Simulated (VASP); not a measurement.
Wanted: the native input for a VASP 6.6.1 run.

```
Task                   : single point
Functional             : LDA
Potentials or basis    : VASP PAW LDA potentials, release 64 (Si)
Cutoff                 : 520 eV
k mesh                 : 10 × 10 × 10
Occupations            : gaussian, width 0.03 eV
Spin                   : no spin polarisation
Dipole correction      : no
Further INCAR settings : ALGO = Normal; EDIFF = 1e-06; NBANDS = 16
```

The structure of Si lies in POSCAR:

```
Si
1.0
   -3.2022337019      3.2022337019      1.9656158956
    3.2022337019     -3.2022337019      1.9656158956
    3.2022337019      3.2022337019     -1.9656158956
Si
4
Direct
    0.1788433299      0.1788433299      0.3576866598
    0.8211566701      0.8211566701      0.6423133402
    0.1788433299      0.8211566701      0.0000000000
    0.8211566701      0.1788433299      0.0000000000
```

This cell differs from its parent crystal: strain -0.030 along x and y, +0.030 along z.

The input as run:

INCAR

```
PREC     = Accurate       # precision mode
ENCUT    = 520            # plane-wave cutoff, eV
EDIFF    = 1E-6           # SCF threshold, eV
ISMEAR   = 0              # smearing method
SIGMA    = 0.03           # smearing width, eV
LREAL    = F              # projectors in reciprocal space
LASPH    = T              # aspherical terms in the spheres
NELM     = 80             # most SCF steps
ALGO     = Normal         # electronic algorithm
ISIF     = 2              # what is computed and relaxed
LWAVE    = F              # write WAVECAR
LCHARG   = T              # write CHGCAR
GGA      = CA             # functional
LELF     = T              # ELF
LVHAR    = T            
NBANDS   = 16             # bands
```

KPOINTS

```
Automatic mesh
0
Gamma
  10 10 10
```

Potentials or basis: VASP PAW LDA potentials, release 64 (Si).

Run with:

```bash
$ cat potpaw_LDA.64/Si/POTCAR > POTCAR
$ mpirun -np 1 vasp_std > vasp.out
```

It gave:

```
Pressure               : 3.1 GPa
Largest force          : 0.883 eV/Å
Band gap on the k mesh : zero (bands 8 and 9 overlap by 0.21 eV)
```

Caveat: the cell differs from its parent crystal (strain -0.030 along x and y, +0.030 along z); the stress differs along the axes, from -4 to 7 GPa; semilocal functionals underestimate gaps, and a narrow one can read as zero.

It took 2.4 min on 1 thread of Intel Xeon 8259CL, with other jobs on the host, peak memory 0.25 GiB.
